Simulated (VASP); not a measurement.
# TePb (I4/mmm) in VASP: further runs

TePb is run at these levels: PBE; tasks: single point.

Program: VASP 6.6.1. These are calculated values, not measurements. Logs are shortened: lines on timing, memory, paths and dates and some standing lists are left out, and cuts for length are marked.

## 1. The cell of the first run

The structure is tetragonal, space group I4/mmm (No. 139). Conventional cell: a = 4.792 Å, b = 4.792 Å, c = 6.131 Å, α = 90.00°, β = 90.00°, γ = 90.00°. Within 4.0 Å of Te (site symmetry 4/mmm) lie 6 Pb at 3.07 to 3.39 Å. Pb (site symmetry 4/mmm) has 6 Te at 3.07 to 3.39 Å within 4.0 Å.

## 2. Single point, PBE (strain +0.050 along x and y, -0.050 along z)

The input, INCAR:

```
SYSTEM = TePb
PREC     = Accurate       ! precision mode
ENCUT    = 500            ! plane-wave cutoff, eV
EDIFF    = 1E-6           ! SCF threshold, eV
ISMEAR   = 0              ! smearing method
SIGMA    = 0.05           ! smearing width, eV
LREAL    = .FALSE.        ! projectors in reciprocal space
LASPH    = .TRUE.         ! aspherical terms in the spheres
NELM     = 120            ! most SCF steps
ALGO     = Normal         ! electronic algorithm
ISIF     = 2              ! what is computed and relaxed
LWAVE    = .FALSE.        ! write WAVECAR
LCHARG   = .FALSE.        ! write CHGCAR
GGA      = PE             ! functional
NBANDS   = 17             ! bands
GGA_COMPAT= .FALSE.
```

The input, KPOINTS:

```
regular mesh
0
G
  8 8 8
  0 0 0
```

The input, POSCAR:

```
TePb
1.0
    0.0000000000      3.3883500000      3.0656500000
    3.3883500000      0.0000000000      3.0656500000
    3.3883500000      3.3883500000      0.0000000000
Te Pb
1 1
Direct
    0.5000000000      0.5000000000      0.5000000000
    0.0000000000      0.0000000000      0.0000000000
```

Potentials or basis: VASP PAW PBE potentials, release 64 (Te, Pb_d).

Launch:

```bash
$ cat potpaw_PBE.64/Te/POTCAR potpaw_PBE.64/Pb_d/POTCAR > POTCAR
$ mpirun -np 1 vasp_std > vasp.out
```

OUTCAR:

```text
SYSTEM = TePb
   PREC = Accurate
   ENCUT = 500
   EDIFF = 1E-6
   ISMEAR = 0
   LREAL = .FALSE.
   LASPH = .TRUE.
   NELM = 120
   ISIF = 2
   GGA = PE

 ion  position               nearest neighbor table
   1  0.500  0.500  0.500-   2 3.07   2 3.07   2 3.39   2 3.39   2 3.39   2 3.39
   2  0.000  0.000  0.000-   1 3.07   1 3.07   1 3.39   1 3.39   1 3.39   1 3.39

  LATTYP: Found a body centered tetragonal cell.
 ALAT       =     4.7918505241
 C/A-ratio  =     1.2795265564

  Lattice vectors:

 A1 = (   0.0000000000,  -3.3883500000,  -3.0656500000)
 A2 = (   0.0000000000,   3.3883500000,  -3.0656500000)
 A3 = (   3.3883500000,   0.0000000000,   3.0656500000)

Analysis of symmetry for initial positions (statically):
=====================================================================
 Subroutine PRICEL returns:
 Original cell was already a primitive cell.

 Routine SETGRP: Setting up the symmetry group for a
 body centered tetragonal supercell.

 Subroutine GETGRP returns: Found 16 space group operations
 (whereof 16 operations were pure point group operations)
 out of a pool of 16 trial point group operations.

The static configuration has the point symmetry D_4h.

Analysis of symmetry for dynamics (positions and initial velocities):
=====================================================================
 Subroutine PRICEL returns:
 Original cell was already a primitive cell.

 Routine SETGRP: Setting up the symmetry group for a
 body centered tetragonal supercell.

 Subroutine GETGRP returns: Found 16 space group operations
 (whereof 16 operations were pure point group operations)
 out of a pool of 16 trial point group operations.

The dynamic configuration has the point symmetry D_4h.

 Subroutine INISYM returns: Found 16 space group operations
 (whereof 16 operations are pure point group operations),
 and found     1 'primitive' translations

----------------------------------------------------------------------------------------

                                     Primitive cell

  volume of cell :      70.3929

  direct lattice vectors                    reciprocal lattice vectors
     0.000000000  3.388350000  3.065650000    -0.147564449  0.147564449  0.163097549
     3.388350000  0.000000000  3.065650000     0.147564449 -0.147564449  0.163097549
     3.388350000  3.388350000  0.000000000     0.147564449  0.147564449 -0.163097549

  length of vectors
     4.569368189  4.569368189  4.791850524     0.264860989  0.264860989  0.264860989

  position of ions in fractional coordinates (direct lattice)
     0.500000000  0.500000000  0.500000000
     0.000000000  0.000000000  0.000000000

  ion indices of the primitive-cell ions
   primitive index   ion index
                 1           1
                 2           2

----------------------------------------------------------------------------------------

 KPOINTS: regular mesh

Automatic generation of k-mesh.
 Grid dimensions read from file:
 generate k-points for:    8    8    8

 Generating k-lattice:

  Cartesian coordinates                     Fractional coordinates (reciprocal lattice)
    -0.018445556  0.018445556  0.020387194     0.125000000  0.000000000  0.000000000
     0.018445556 -0.018445556  0.020387194     0.000000000  0.125000000  0.000000000
     0.018445556  0.018445556 -0.020387194    -0.000000000 -0.000000000  0.125000000

  Length of vectors
     0.033107624  0.033107624  0.033107624

  Shift w.r.t. Gamma in fractional coordinates (k-lattice)
     0.000000000  0.000000000  0.000000000

 Subroutine IBZKPT returns following result:
 ===========================================

 Found     59 irreducible k-points:

 Following reciprocal coordinates:
            Coordinates               Weight
  0.000000  0.000000  0.000000      1.000000
  0.125000 -0.000000  0.000000      8.000000
  0.250000 -0.000000  0.000000      8.000000
  0.375000 -0.000000  0.000000      8.000000
  0.500000 -0.000000  0.000000      4.000000
  0.125000  0.125000  0.000000      2.000000
[... 16 lines left out ...]
  0.250000 -0.000000  0.125000     16.000000
  0.375000 -0.000000  0.125000     16.000000
 [... further k-points ...]
   k-points           NKPTS =     59   k-points in BZ     NKDIM =     59   number of bands    NBANDS=     17
   number of dos      NEDOS =    301   number of ions     NIONS =      2
   total plane-waves  NPLWV =  46656
   dimension x,y,z NGX =    36 NGY =   36 NGZ =   36
   dimension x,y,z NGXF=    72 NGYF=   72 NGZF=   72
   ions per type =               1   1
   NGX,Y,Z   is equivalent  to a cutoff of  13.10, 13.10, 12.49 a.u.
   NGXF,Y,Z  is equivalent  to a cutoff of  26.20, 26.20, 24.98 a.u.
 SYSTEM =  TePb
   PREC   = accura    normal or accurate (medium, high low for compatibility)
   ISTART =      0    job   : 0-new  1-cont  2-samecut
   ICHARG =      2    charge: 1-file 2-atom 10-const
   ISPIN  =      1    spin polarized calculation?
   LNONCOLLINEAR =      F non collinear calculations
   LSORBIT =      F    spin-orbit coupling
   LASPH  =      T    aspherical Exc in radial PAW
   ENCUT  =  500.0 eV  36.75 Ry    6.06 a.u.   8.33  8.33  8.74*2*pi/ulx,y,z
   NELM   =    120;   NELMIN=  2; NELMDL= -5     # of ELM steps
   EDIFF  = 0.1E-05   stopping-criterion for ELM
   LREAL  =      F    real-space projection
   EDIFFG = 0.1E-04   stopping-criterion for IOM
   NSW    =      0    number of steps for IOM
   IBRION =     -1    ionic relax: 0-MD 1-quasi-New 2-CG
   NFREE  =      0    steps in history (QN), initial steepest desc. (CG)
   ISIF   =      2    stress and relaxation
   ISYM   =      2    0-nonsym 1-usesym 2-fastsym
   POTIM  = 0.5000    time-step for ionic-motion
   TEBEG  =    0.0;   TEEND  =   0.0 temperature during run
   PSTRESS=    0.0 pullay stress
   NELECT =      20.0000    total number of electrons
   NUPDOWN=      -1.0000    fix difference up-down
   EMIN   =  10.00;   EMAX   =-10.00  energy-range for DOS
   EFERMI =   0.00;   METHOD = LEGACY
   ISMEAR =     0;   SIGMA  =   0.05  broadening in eV -4-tet -1-fermi 0-gaus
   EFERMI_NEDOS =   21; number of points for ismear=-14 and -15
   IALGO  =     38    algorithm
   IMIX   =      4    mixing-type and parameters
     AMIX     =   0.40;   BMIX     =  1.00
     AMIX_MAG =   1.60;   BMIX_MAG =  1.00
  volume/ion in A,a.u.               =      35.20       237.52
  Fermi-wavevector in a.u.,A,eV,Ry     =   1.076238  2.033796 15.759478  1.158289
  Thomas-Fermi vector in A             =   2.212117
   LORBIT       =      0    0 simple, 1 ext, 2 COOP (PROOUT), +10 PAW based schemes
   GGA     = PE    functional components
   LHFCALC =     F    Hartree Fock is set to
   AEXX    =    0.0000 exact exchange contribution
   IVDW    =     0    specifies the selected vdW correction
   LEPSILON=     F    determine dielectric tensor
   LRPA    =     F    only Hartree local field effects (RPA)
 non-spin polarized calculation
 Gauss-broadening in eV      SIGMA  =   0.05
  energy-cutoff  :      500.00
  volume of cell :       70.39
 maximum number of plane-waves:      1820
 NGX is ok and might be reduce to    36
   NGX = 17   NGY = 17   NGZ = 17

 number of electron      20.0000001 magnetization

 Free energy of the ion-electron system (eV)
  ---------------------------------------------------
  ext. energy  EPLUGINS =         0.00000000
  ---------------------------------------------------
  free energy    TOTEN  =        -7.35242573 eV

  energy without entropy =       -7.35242573  energy(sigma->0) =       -7.35242573

 E-fermi :   5.5848     XC(G=0):  -9.0945

 val. band max:        5.3916270206   @ k =   0.5000  -0.0000   0.0000
 cond. band min:       5.7783183758   @ k =   0.5000  -0.0000   0.0000
 fundamental gap:      0.3866913552
 Fermi energy:         5.5847700268

 k-point     1 :       0.0000    0.0000    0.0000
  band No.  band energies     occupation
      1     -11.5947      2.00000
      2     -11.5869      2.00000
      3     -11.5662      2.00000
      4     -11.5558      2.00000
      5     -11.5558      2.00000
      6      -6.6359      2.00000
[... 9 lines left out ...]
     16      11.4130      0.00000
     17      11.7366      0.00000

 k-point     2 :       0.1250   -0.0000    0.0000
  band No.  band energies     occupation
      1     -11.5949      2.00000
      2     -11.5865      2.00000
      3     -11.5679      2.00000
      4     -11.5545      2.00000
      5     -11.5539      2.00000
      6      -6.5100      2.00000
[... 9 lines left out ...]
     16      11.4646      0.00000
     17      12.5901      0.00000

 k-point     3 :       0.2500   -0.0000    0.0000
  band No.  band energies     occupation
      1     -11.5962      2.00000
      2     -11.5861      2.00000
      3     -11.5721      2.00000
      4     -11.5511      2.00000
      5     -11.5486      2.00000
      6      -6.1486      2.00000
[... 9 lines left out ...]
     16      12.1080      0.00000
     17      14.3028      0.00000

 k-point     4 :       0.3750   -0.0000    0.0000
  band No.  band energies     occupation
      1     -11.5982      2.00000
      2     -11.5867      2.00000
      3     -11.5756      2.00000
      4     -11.5475      2.00000
      5     -11.5426      2.00000
      6      -5.6316      2.00000
[... 9 lines left out ...]
     16      13.4212      0.00000
     17      15.2705      0.00000
[... 343 lines left out ...]
      1     -11.5967      2.00000
      2     -11.5853      2.00000
      3     -11.5682      2.00000
      4     -11.5568      2.00000
      5     -11.5518      2.00000
      6      -6.4874      2.00000
[... 9 lines left out ...]
     16      12.0756      0.00000
     17      12.2112      0.00000

 k-point    23 :       0.2500   -0.0000    0.1250
  band No.  band energies     occupation
      1     -11.5997      2.00000
      2     -11.5840      2.00000
      3     -11.5706      2.00000
      4     -11.5560      2.00000
      5     -11.5471      2.00000
      6      -6.2256      2.00000
[... 9 lines left out ...]
     16      12.6151      0.00000
     17      13.1967      0.00000

 k-point    24 :       0.3750   -0.0000    0.1250
  band No.  band energies     occupation
      1     -11.6018      2.00000
      2     -11.5842      2.00000
      3     -11.5741      2.00000
      4     -11.5519      2.00000
      5     -11.5422      2.00000
      6      -5.7737      2.00000
[... 9 lines left out ...]
     16      13.6190      0.00000
     17      14.6558      0.00000

 [... further k-points ...]
[... 5 lines left out ...]
  --------------------------------------------------------------------------------------
  -------------------------------------------------------------------------------------
  Total       -1.1344819     -1.1344819      4.3072577      0.0000000      0.0000000     -0.0000000
  in kB      -25.8213576    -25.8213576     98.0352682      0.0000000      0.0000000     -0.0000000
  external PRESSURE =      15.4641844 kB  Pullay stress =       0.0000000 kB

 VOLUME and BASIS-vectors are now :
 -----------------------------------------------------------------------------
  energy-cutoff  :      500.00
  volume of cell :       70.39
      direct lattice vectors                 reciprocal lattice vectors
     0.000000000  3.388350000  3.065650000    -0.147564449  0.147564449  0.163097549
     3.388350000  0.000000000  3.065650000     0.147564449 -0.147564449  0.163097549
     3.388350000  3.388350000  0.000000000     0.147564449  0.147564449 -0.163097549

 POSITION                                       TOTAL-FORCE (eV/Angst)
 -----------------------------------------------------------------------------------
      3.38835      3.38835      3.06565         0.000000      0.000000      0.000000
      0.00000      0.00000      0.00000         0.000000      0.000000     -0.000000
 -----------------------------------------------------------------------------------
    total drift:                                0.000000      0.000000      0.000000

  FREE ENERGIE OF THE ION-ELECTRON SYSTEM (eV)
  ---------------------------------------------------
  free  energy   TOTEN  =        -7.3524257294 eV

  energy  without entropy=       -7.3524257293  energy(sigma->0) =       -7.35242573
```

It took 46 s on 1 thread of Intel Xeon Platinum 8375C at 2.90GHz (Ice Lake), shared host; peak memory 0.24 GiB.

Results:

```
Free energy            : -7.3524 eV
Pressure               : 1.5 GPa
Band gap on the k mesh : 0.39 eV
```

Stress tensor (GPa, compression positive):
```
-2.58  0.00  0.00
 0.00 -2.58  0.00
 0.00  0.00  9.80
```

Levels at points of the mesh, in eV from the valence-band top:
```tsv
k point	band 7	band 8	band 9	band 10	band 11	band 12	band 13	band 14
(0.00, 0.00, 0.00)	-5.92	-2.18	-1.17	-1.17	3.02	3.02	5.38	5.45
(0.50, 0.00, 0.00)	-8.74	-1.19	-1.10	0.00	0.39	0.87	1.48	7.98
(0.50, 0.50, 0.00)	-7.86	-4.64	-3.02	-3.02	2.98	4.80	4.80	7.15
(0.50, 0.00, 0.50)	-7.25	-4.43	-3.33	-2.26	3.32	4.00	5.74	6.49
```

Caveat: the cell differs from its parent crystal (strain +0.050 along x and y, -0.050 along z); the stress differs along the axes, from -3 to 10 GPa; spin-orbit coupling is left out, which moves the levels of the heavy elements.

## 3. Single point, PBE (strain +0.050 along x and y, -0.025 along z)

The input, INCAR:

```
SYSTEM = TePb
PREC = Accurate
ENCUT = 500
EDIFF = 1E-6
ISMEAR = 0
SIGMA = 0.05
LREAL = .False.
LASPH = .True.
NELM = 120
ALGO = Normal
ISIF = 2
LWAVE = .False.
LCHARG = .False.
GGA = PE
NBANDS = 17
GGA_COMPAT = .False.
```

The input, KPOINTS:

```
Automatic mesh
0
Gamma
  8 8 8
  0 0 0
```

The input, POSCAR:

```
TePb
1.0
    0.0000000000      3.3883500000      3.1463250000
    3.3883500000      0.0000000000      3.1463250000
    3.3883500000      3.3883500000      0.0000000000
Te Pb
1 1
Direct
    0.5000000000      0.5000000000      0.5000000000
    0.0000000000      0.0000000000      0.0000000000
```

Potentials or basis: VASP PAW PBE potentials, release 64 (Te, Pb_d).

Launch:

```bash
$ cat potpaw_PBE.64/Te/POTCAR potpaw_PBE.64/Pb_d/POTCAR > POTCAR
$ mpirun -np 1 vasp_std > vasp.out
```

OUTCAR:

```text
SYSTEM = TePb
   PREC = Accurate
   ENCUT = 500
   EDIFF = 1E-6
   ISMEAR = 0
   LREAL = .False.
   LASPH = .True.
   NELM = 120
   ISIF = 2
   GGA = PE

 ion  position               nearest neighbor table
   1  0.500  0.500  0.500-   2 3.15   2 3.15   2 3.39   2 3.39   2 3.39   2 3.39
   2  0.000  0.000  0.000-   1 3.15   1 3.15   1 3.39   1 3.39   1 3.39   1 3.39

  LATTYP: Found a body centered tetragonal cell.
 ALAT       =     4.7918505241
 C/A-ratio  =     1.3131983079

  Lattice vectors:

 A1 = (   0.0000000000,  -3.3883500000,  -3.1463250000)
 A2 = (   0.0000000000,   3.3883500000,  -3.1463250000)
 A3 = (   3.3883500000,   0.0000000000,   3.1463250000)

Analysis of symmetry for initial positions (statically):
=====================================================================
 Subroutine PRICEL returns:
 Original cell was already a primitive cell.

 Routine SETGRP: Setting up the symmetry group for a
 body centered tetragonal supercell.

 Subroutine GETGRP returns: Found 16 space group operations
 (whereof 16 operations were pure point group operations)
 out of a pool of 16 trial point group operations.

The static configuration has the point symmetry D_4h.
[... 156 lines left out ...]
  ext. energy  EPLUGINS =         0.00000000
  ---------------------------------------------------
  free energy    TOTEN  =        -7.43780884 eV

  energy without entropy =       -7.43780884  energy(sigma->0) =       -7.43780884

 E-fermi :   5.1382     XC(G=0):  -8.9866

 val. band max:        4.9307446911   @ k =   0.5000   0.0000   0.0000
 cond. band min:       5.5614662613   @ k =   0.5000   0.0000   0.0000
 fundamental gap:      0.6307215702
 Fermi energy:         5.1382490267

 k-point     1 :       0.0000    0.0000    0.0000
  band No.  band energies     occupation
      1     -11.8738      2.00000
      2     -11.8683      2.00000
      3     -11.8449      2.00000
      4     -11.8424      2.00000
      5     -11.8424      2.00000
      6      -6.7314      2.00000
[... 457 lines left out ...]
      4     -11.8390      2.00000
      5     -11.8306      2.00000
      6      -5.8952      2.00000
[... 9 lines left out ...]
     16      13.3307      0.00000
     17      14.4759      0.00000

 [... further k-points ...]
[... 5 lines left out ...]
  --------------------------------------------------------------------------------------
  -------------------------------------------------------------------------------------
  Total       -1.2074215     -1.2074215      2.2876642      0.0000000      0.0000000     -0.0000000
  in kB      -26.7768437    -26.7768437     50.7332578      0.0000000      0.0000000     -0.0000000
  external PRESSURE =      -0.9401432 kB  Pullay stress =       0.0000000 kB

 VOLUME and BASIS-vectors are now :
 -----------------------------------------------------------------------------
  energy-cutoff  :      500.00
  volume of cell :       72.25
      direct lattice vectors                 reciprocal lattice vectors
     0.000000000  3.388350000  3.146325000    -0.147564449  0.147564449  0.158915560
     3.388350000  0.000000000  3.146325000     0.147564449 -0.147564449  0.158915560
     3.388350000  3.388350000  0.000000000     0.147564449  0.147564449 -0.158915560

 POSITION                                       TOTAL-FORCE (eV/Angst)
 -----------------------------------------------------------------------------------
      3.38835      3.38835      3.14633         0.000000      0.000000      0.000000
      0.00000      0.00000      0.00000        -0.000000      0.000000     -0.000000
 -----------------------------------------------------------------------------------
    total drift:                                0.000000      0.000000      0.000000

  FREE ENERGIE OF THE ION-ELECTRON SYSTEM (eV)
  ---------------------------------------------------
  free  energy   TOTEN  =        -7.4378088384 eV

  energy  without entropy=       -7.4378088384  energy(sigma->0) =       -7.43780884
```

stdout:

```text
POSCAR found type information on POSCAR TePb
 POSCAR found :  2 types and       2 ions
 scaLAPACK will be used
 LDA part: xc-table for (Slater+PW92), standard interpolation
 POSCAR, INCAR and KPOINTS ok, starting setup
 FFT: planning ... GRIDC
 FFT: planning ... GRID_SOFT
 FFT: planning ... GRID
 WAVECAR not read
 entering main loop
```

Wall time 47 s (1 thread of Intel Xeon Platinum 8375C at 2.90GHz (Ice Lake), shared host); peak memory 0.24 GiB.

What came out:

```
Free energy            : -7.4378 eV
Pressure               : -0.1 GPa
Band gap on the k mesh : 0.63 eV
```

Caveat: the cell differs from its parent crystal (strain +0.050 along x and y, -0.025 along z); the stress differs along the axes, from -3 to 5 GPa; spin-orbit coupling is left out, which moves the levels of the heavy elements.

(Continued in part 2 of 2.)
